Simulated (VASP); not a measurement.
# Be (P6_3/mmc) in VASP: notebook, part 2 of 2

VASP 6.6.1. The steps go on from the part before.

## (3) Single point, LDA

Input file INCAR:

```
  PREC = Accurate
  ENCUT = 520
  EDIFF = 1E-7
  ISMEAR = 1
  SIGMA = 0.01
  LREAL = F
  LASPH = T
  NELM = 80
  ALGO = Normal
  ISIF = 2
  LWAVE = F
  LCHARG = T
  LELF = T
  LVHAR = T
  NBANDS = 9
```

Input file KPOINTS:

```
regular mesh
0
Gamma
  16 16 9
```

Input file POSCAR:

```
Be
1.0
    2.2295160349      0.0000000000      0.0000000000
   -1.1147580175      1.9308175243      0.0000000000
    0.0000000000      0.0000000000      3.5083258361
Be
2
Direct
    0.3333333333      0.6666666667      0.2500000000
    0.6666666667      0.3333333333      0.7500000000
```

Potentials or basis: VASP PAW LDA potentials, release 64 (Be).

Launch:

```sh
$ cat potpaw_LDA.64/Be/POTCAR > POTCAR
$ mpirun -np 1 vasp_std > vasp.out
```

OUTCAR:

```text
PREC = Accurate
   ENCUT = 520
   EDIFF = 1E-7
   ISMEAR = 1
   LREAL = F
   LASPH = T
   NELM = 80
   ISIF = 2

 ion  position               nearest neighbor table
   1  0.333  0.667  0.250-   2 2.18   2 2.18   2 2.18   2 2.18   2 2.18   2 2.18
   2  0.667  0.333  0.750-   1 2.18   1 2.18   1 2.18   1 2.18   1 2.18   1 2.18

  LATTYP: Found a hexagonal cell.
 ALAT       =     2.2295160349
 C/A-ratio  =     1.5735817914

  Lattice vectors:

 A1 = (   2.2295160349,   0.0000000000,   0.0000000000)
 A2 = (  -1.1147580175,   1.9308175243,   0.0000000000)
 A3 = (   0.0000000000,   0.0000000000,   3.5083258361)

Analysis of symmetry for initial positions (statically):
=====================================================================
 Subroutine PRICEL returns:
 Original cell was already a primitive cell.

 Routine SETGRP: Setting up the symmetry group for a
 hexagonal supercell.

 Subroutine GETGRP returns: Found 24 space group operations
 (whereof 12 operations were pure point group operations)
 out of a pool of 24 trial point group operations.

The static configuration has the point symmetry D_3d.
 The point group associated with its full space group is D_6h.

Analysis of symmetry for dynamics (positions and initial velocities):
=====================================================================
 Subroutine PRICEL returns:
 Original cell was already a primitive cell.

 Routine SETGRP: Setting up the symmetry group for a
 hexagonal supercell.

 Subroutine GETGRP returns: Found 24 space group operations
 (whereof 12 operations were pure point group operations)
 out of a pool of 24 trial point group operations.

The dynamic configuration has the point symmetry D_3d.
 The point group associated with its full space group is D_6h.

 Subroutine INISYM returns: Found 24 space group operations
 (whereof 12 operations are pure point group operations),
 and found     1 'primitive' translations

----------------------------------------------------------------------------------------

                                     Primitive cell

  volume of cell :      15.1026

  direct lattice vectors                    reciprocal lattice vectors
     2.229516035  0.000000000  0.000000000     0.448527835  0.258957666  0.000000000
    -1.114758018  1.930817524  0.000000000     0.000000000  0.517915332  0.000000000
     0.000000000  0.000000000  3.508325836     0.000000000  0.000000000  0.285036239

  length of vectors
     2.229516035  2.229516035  3.508325836     0.517915332  0.517915332  0.285036239

  position of ions in fractional coordinates (direct lattice)
     0.333333333  0.666666667  0.250000000
     0.666666667  0.333333333  0.750000000

  ion indices of the primitive-cell ions
   primitive index   ion index
                 1           1
                 2           2

----------------------------------------------------------------------------------------

 KPOINTS: regular mesh

Automatic generation of k-mesh.
 Grid dimensions read from file:
 generate k-points for:   16   16    9

 Generating k-lattice:

  Cartesian coordinates                     Fractional coordinates (reciprocal lattice)
     0.028032990  0.016184854  0.000000000     0.062500000  0.000000000  0.000000000
     0.000000000  0.032369708  0.000000000     0.000000000  0.062500000  0.000000000
     0.000000000  0.000000000  0.031670693     0.000000000  0.000000000  0.111111111

  Length of vectors
     0.032369708  0.032369708  0.031670693

  Shift w.r.t. Gamma in fractional coordinates (k-lattice)
     0.000000000  0.000000000  0.000000000

 Subroutine IBZKPT returns following result:
 ===========================================

 Found    150 irreducible k-points:

 Following reciprocal coordinates:
            Coordinates               Weight
  0.000000  0.000000  0.000000      1.000000
  0.062500  0.000000  0.000000      6.000000
  0.125000  0.000000  0.000000      6.000000
  0.187500  0.000000  0.000000      6.000000
  0.250000  0.000000  0.000000      6.000000
  0.312500  0.000000  0.000000      6.000000
[... 16 lines left out ...]
  0.187500  0.187500  0.000000      6.000000
  0.250000  0.187500  0.000000     12.000000
 [... further k-points ...]
   k-points           NKPTS =    150   k-points in BZ     NKDIM =    150   number of bands    NBANDS=      9
   number of dos      NEDOS =    301   number of ions     NIONS =      2
   total plane-waves  NPLWV =   9072
   dimension x,y,z NGX =    18 NGY =   18 NGZ =   28
   dimension x,y,z NGXF=    36 NGYF=   36 NGZF=   56
   ions per type =               2
   NGX,Y,Z   is equivalent  to a cutoff of  13.42, 13.42, 13.27 a.u.
   NGXF,Y,Z  is equivalent  to a cutoff of  26.84, 26.84, 26.54 a.u.
 SYSTEM =  unknown system
   PREC   = accura    normal or accurate (medium, high low for compatibility)
   ISTART =      0    job   : 0-new  1-cont  2-samecut
   ICHARG =      2    charge: 1-file 2-atom 10-const
   ISPIN  =      1    spin polarized calculation?
   LNONCOLLINEAR =      F non collinear calculations
   LSORBIT =      F    spin-orbit coupling
   LASPH  =      T    aspherical Exc in radial PAW
   ENCUT  =  520.0 eV  38.22 Ry    6.18 a.u.   4.15  4.15  6.52*2*pi/ulx,y,z
   NELM   =     80;   NELMIN=  2; NELMDL= -5     # of ELM steps
   EDIFF  = 0.1E-06   stopping-criterion for ELM
   LREAL  =      F    real-space projection
   EDIFFG = 0.1E-05   stopping-criterion for IOM
   NSW    =      0    number of steps for IOM
   IBRION =     -1    ionic relax: 0-MD 1-quasi-New 2-CG
   NFREE  =      0    steps in history (QN), initial steepest desc. (CG)
   ISIF   =      2    stress and relaxation
   ISYM   =      2    0-nonsym 1-usesym 2-fastsym
   POTIM  = 0.5000    time-step for ionic-motion
   TEBEG  =    0.0;   TEEND  =   0.0 temperature during run
   PSTRESS=    0.0 pullay stress
   NELECT =       4.0000    total number of electrons
   NUPDOWN=      -1.0000    fix difference up-down
   EMIN   =  10.00;   EMAX   =-10.00  energy-range for DOS
   EFERMI =   0.00;   METHOD = LEGACY
   ISMEAR =     1;   SIGMA  =   0.01  broadening in eV -4-tet -1-fermi 0-gaus
   EFERMI_NEDOS =   21; number of points for ismear=-14 and -15
   IALGO  =     38    algorithm
   IMIX   =      4    mixing-type and parameters
     AMIX     =   0.40;   BMIX     =  1.00
     AMIX_MAG =   1.60;   BMIX_MAG =  1.00
  volume/ion in A,a.u.               =       7.55        50.96
  Fermi-wavevector in a.u.,A,eV,Ry     =   1.051343  1.986749 15.038807  1.105321
  Thomas-Fermi vector in A             =   2.186382
   LORBIT       =      0    0 simple, 1 ext, 2 COOP (PROOUT), +10 PAW based schemes
   GGA     = CA    functional components
   LHFCALC =     F    Hartree Fock is set to
   AEXX    =    0.0000 exact exchange contribution
   IVDW    =     0    specifies the selected vdW correction
   LEPSILON=     F    determine dielectric tensor
   LRPA    =     F    only Hartree local field effects (RPA)
 non-spin polarized calculation
 Methfessel and Paxton  Order N= 1 SIGMA  =   0.01
  energy-cutoff  :      520.00
  volume of cell :       15.10
 maximum number of plane-waves:       424
 NGX is ok and might be reduce to    18
   NGX =  9   NGY =  9   NGZ = 13

 number of electron       4.0000000 magnetization

 Free energy of the ion-electron system (eV)
  ---------------------------------------------------
  ext. energy  EPLUGINS =         0.00000000
  ---------------------------------------------------
  free energy    TOTEN  =        -8.42356756 eV

  energy without entropy =       -8.42357594  energy(sigma->0) =       -8.42357036

 E-fermi :   7.1100     XC(G=0): -10.7733

 val. band max:        7.0927502184   @ k =   0.3125   0.1250   0.0000
 cond. band min:       7.1193597032   @ k =   0.2500   0.2500   0.1111
 fundamental gap:      0.0266094848
 Fermi energy:         7.1099679885

 k-point     1 :       0.0000    0.0000    0.0000
  band No.  band energies     occupation
      1      -4.3016      2.00000
      2       2.5471      2.00000
      3       8.5493      0.00000
      4      23.4467      0.00000
      5      23.4467      0.00000
      6      26.3777      0.00000
      7      26.3777      0.00000
      8      28.4987      0.00000
      9      35.1403      0.00000
[... 265 lines left out ...]
 k-point    24 :       0.2500    0.1875    0.0000
  band No.  band energies     occupation
      1      -0.1243      2.00000
      2       8.0528      0.00000
      3       8.1611      0.00000
      4      11.1269      0.00000
      5      15.1645      0.00000
      6      19.3429      0.00000
      7      22.4789      0.00000
      8      23.5383      0.00000
      9      24.7698      0.00000

 [... further k-points ...]
[... 5 lines left out ...]
  --------------------------------------------------------------------------------------
  -------------------------------------------------------------------------------------
  Total        0.0553212      0.0553212      0.0154894     -0.0000000      0.0000000     -0.0000000
  in kB        5.8688122      5.8688122      1.6432095     -0.0000000      0.0000000     -0.0000000
  external PRESSURE =       4.4602780 kB  Pullay stress =       0.0000000 kB

 VOLUME and BASIS-vectors are now :
 -----------------------------------------------------------------------------
  energy-cutoff  :      520.00
  volume of cell :       15.10
      direct lattice vectors                 reciprocal lattice vectors
     2.229516035  0.000000000  0.000000000     0.448527835  0.258957666  0.000000000
    -1.114758018  1.930817524  0.000000000     0.000000000  0.517915332  0.000000000
     0.000000000  0.000000000  3.508325836     0.000000000  0.000000000  0.285036239

 POSITION                                       TOTAL-FORCE (eV/Angst)
 -----------------------------------------------------------------------------------
     -0.00000      1.28721      0.87708         0.000000     -0.000000      0.000000
      1.11476      0.64361      2.63124        -0.000000      0.000000      0.000000
 -----------------------------------------------------------------------------------
    total drift:                                0.000000     -0.000000      0.000000

  FREE ENERGIE OF THE ION-ELECTRON SYSTEM (eV)
  ---------------------------------------------------
  free  energy   TOTEN  =        -8.4235675621 eV

  energy  without entropy=       -8.4235759448  energy(sigma->0) =       -8.42357036
```

Run time: 6.3 s. Hardware: 1 thread of Intel Xeon 6975P-C (Granite Rapids), shared host; peak memory 0.12 GiB.

Results:

| Quantity | Value |
| --- | --- |
| Free energy | -8.4236 eV |
| Pressure | 0.4 GPa |
| Band gap on the k mesh | zero (band 2 reaches 8.05 eV, above the bottom of band 3 at 6.47 eV) |

Stress tensor (GPa, compression positive):
```
0.59 0.00 0.00
0.00 0.59 0.00
0.00 0.00 0.16
```

Levels at points of the mesh, in eV from the Fermi level:
```tsv
k point	band 1	band 2	band 3	band 4	band 5
(0.00, 0.00, 0.00)	-11.41	-4.56	1.44	16.34	16.34
(0.50, 0.00, 0.00)	-5.12	-3.09	3.72	6.71	7.11
```

## (4) Single point, LDA

Input file INCAR:

```
ALGO = Normal
EDIFF = 1E-6
ENCUT = 520
GGA = CA
ISIF = 2
ISMEAR = 1
LASPH = T
LCHARG = T
LELF = T
LREAL = F
LVHAR = T
LWAVE = F
NBANDS = 9
NELM = 100
PREC = Accurate
SIGMA = 0.03
```

Input file KPOINTS:

```
k-points
0
Gamma
  16 16 9
```

POSCAR is that of step 3.

Potentials or basis: VASP PAW LDA potentials, release 64 (Be).

Launch:

```sh
$ cat potpaw_LDA.64/Be/POTCAR > POTCAR
$ mpirun -np 1 vasp_std > vasp.out
```

OUTCAR:

```text
EDIFF = 1E-6
   ENCUT = 520
   GGA = CA
   ISIF = 2
   ISMEAR = 1
   LASPH = T
   LREAL = F
   NELM = 100
   PREC = Accurate

 ion  position               nearest neighbor table
   1  0.333  0.667  0.250-   2 2.18   2 2.18   2 2.18   2 2.18   2 2.18   2 2.18
   2  0.667  0.333  0.750-   1 2.18   1 2.18   1 2.18   1 2.18   1 2.18   1 2.18

  LATTYP: Found a hexagonal cell.
 ALAT       =     2.2295160349
 C/A-ratio  =     1.5735817914

  Lattice vectors:

 A1 = (   2.2295160349,   0.0000000000,   0.0000000000)
 A2 = (  -1.1147580175,   1.9308175243,   0.0000000000)
 A3 = (   0.0000000000,   0.0000000000,   3.5083258361)

Analysis of symmetry for initial positions (statically):
=====================================================================
 Subroutine PRICEL returns:
 Original cell was already a primitive cell.

 Routine SETGRP: Setting up the symmetry group for a
 hexagonal supercell.

 Subroutine GETGRP returns: Found 24 space group operations
 (whereof 12 operations were pure point group operations)
 out of a pool of 24 trial point group operations.

The static configuration has the point symmetry D_3d.
 The point group associated with its full space group is D_6h.

Analysis of symmetry for dynamics (positions and initial velocities):
=====================================================================
 Subroutine PRICEL returns:
 Original cell was already a primitive cell.

 Routine SETGRP: Setting up the symmetry group for a
 hexagonal supercell.

 Subroutine GETGRP returns: Found 24 space group operations
 (whereof 12 operations were pure point group operations)
 out of a pool of 24 trial point group operations.

The dynamic configuration has the point symmetry D_3d.
 The point group associated with its full space group is D_6h.

 Subroutine INISYM returns: Found 24 space group operations
 (whereof 12 operations are pure point group operations),
 and found     1 'primitive' translations

[... 112 lines left out ...]
   IMIX   =      4    mixing-type and parameters
     AMIX     =   0.40;   BMIX     =  1.00
     AMIX_MAG =   1.60;   BMIX_MAG =  1.00
  volume/ion in A,a.u.               =       7.55        50.96
  Fermi-wavevector in a.u.,A,eV,Ry     =   1.051343  1.986749 15.038807  1.105321
  Thomas-Fermi vector in A             =   2.186382
   LORBIT       =      0    0 simple, 1 ext, 2 COOP (PROOUT), +10 PAW based schemes
   GGA     = CA    functional components
   LHFCALC =     F    Hartree Fock is set to
   AEXX    =    0.0000 exact exchange contribution
   IVDW    =     0    specifies the selected vdW correction
   LEPSILON=     F    determine dielectric tensor
   LRPA    =     F    only Hartree local field effects (RPA)
 non-spin polarized calculation
 Methfessel and Paxton  Order N= 1 SIGMA  =   0.03
  energy-cutoff  :      520.00
  volume of cell :       15.10
 maximum number of plane-waves:       424
 NGX is ok and might be reduce to    18
   NGX =  9   NGY =  9   NGZ = 13

 number of electron       4.0000000 magnetization

 Free energy of the ion-electron system (eV)
  ---------------------------------------------------
  ext. energy  EPLUGINS =         0.00000000
  ---------------------------------------------------
  free energy    TOTEN  =        -8.42356966 eV

  energy without entropy =       -8.42352868  energy(sigma->0) =       -8.42355600

 E-fermi :   7.1062     XC(G=0): -10.7733

 val. band max:        7.0927475046   @ k =   0.3125   0.1250   0.0000
 cond. band min:       7.1193716374   @ k =   0.2500   0.2500   0.1111
 fundamental gap:      0.0266241328
 Fermi energy:         7.1061540580

 k-point     1 :       0.0000    0.0000    0.0000
  band No.  band energies     occupation
      1      -4.3016      2.00000
      2       2.5472      2.00000
      3       8.5492      0.00000
      4      23.4467      0.00000
      5      23.4467      0.00000
      6      26.3777      0.00000
      7      26.3777      0.00000
      8      28.4987      0.00000
      9      35.1402      0.00000
[... 265 lines left out ...]
 k-point    24 :       0.2500    0.1875    0.0000
  band No.  band energies     occupation
      1      -0.1243      2.00000
      2       8.0529      0.00000
      3       8.1611      0.00000
      4      11.1269      0.00000
      5      15.1645      0.00000
      6      19.3430      0.00000
      7      22.4789      0.00000
      8      23.5383      0.00000
      9      24.7698      0.00000

 [... further k-points ...]
[... 5 lines left out ...]
  --------------------------------------------------------------------------------------
  -------------------------------------------------------------------------------------
  Total        0.0534311      0.0534311      0.0179953     -0.0000000      0.0000000      0.0000000
  in kB        5.6682987      5.6682987      1.9090536     -0.0000000      0.0000000      0.0000000
  external PRESSURE =       4.4152170 kB  Pullay stress =       0.0000000 kB

 VOLUME and BASIS-vectors are now :
 -----------------------------------------------------------------------------
  energy-cutoff  :      520.00
  volume of cell :       15.10
      direct lattice vectors                 reciprocal lattice vectors
     2.229516035  0.000000000  0.000000000     0.448527835  0.258957666  0.000000000
    -1.114758018  1.930817524  0.000000000     0.000000000  0.517915332  0.000000000
     0.000000000  0.000000000  3.508325836     0.000000000  0.000000000  0.285036239

 POSITION                                       TOTAL-FORCE (eV/Angst)
 -----------------------------------------------------------------------------------
     -0.00000      1.28721      0.87708         0.000000     -0.000000      0.000000
      1.11476      0.64361      2.63124        -0.000000      0.000000      0.000000
 -----------------------------------------------------------------------------------
    total drift:                                0.000000     -0.000000      0.000000

  FREE ENERGIE OF THE ION-ELECTRON SYSTEM (eV)
  ---------------------------------------------------
  free  energy   TOTEN  =        -8.4235696598 eV

  energy  without entropy=       -8.4235286787  energy(sigma->0) =       -8.42355600
```

stdout:

```text
POSCAR found type information on POSCAR Be
 POSCAR found :  1 types and       2 ions
 scaLAPACK will be used
 LDA part: xc-table for (Slater(with rela. corr.)+CA(PZ))
 , standard interpolation
 POSCAR, INCAR and KPOINTS ok, starting setup
 FFT: planning ... GRIDC
 FFT: planning ... GRID_SOFT
 FFT: planning ... GRID
 WAVECAR not read
 entering main loop
```

Run time: 6.3 s. Hardware: 1 thread of Intel Xeon 6975P-C (Granite Rapids), shared host; peak memory 0.12 GiB.

What came out:

* Free energy: -8.4236 eV
* Pressure: 0.4 GPa
* Band gap on the k mesh: zero (band 2 reaches 8.05 eV, above the bottom of band 3 at 6.47 eV)

Levels at points of the mesh, in eV from the Fermi level:
```tsv
k point	band 1	band 2	band 3	band 4	band 5
(0.00, 0.00, 0.00)	-11.41	-4.56	1.44	16.34	16.34
(0.50, 0.00, 0.00)	-5.11	-3.08	3.73	6.71	7.12
```

## (5) The runs side by side

| smearing | gap on the mesh (eV) | pressure (GPa) |
| --- | --- | --- |
| gaussian 1 eV | none | 0.8 |
| methfessel-paxton 0.01 eV | none | 0.4 |
| methfessel-paxton 0.03 eV | none | 0.4 |

Alike in all rows: task single point; level LDA; potentials or basis VASP PAW LDA potentials, release 64 (Be); no spin polarisation; cell as given; k mesh 16 × 16 × 9; cutoff (eV) 520.

Every run on the cell as given and a fine mesh finds a metal.

Total energies depend on the potentials used, so only differences within one code and one set of settings carry meaning.
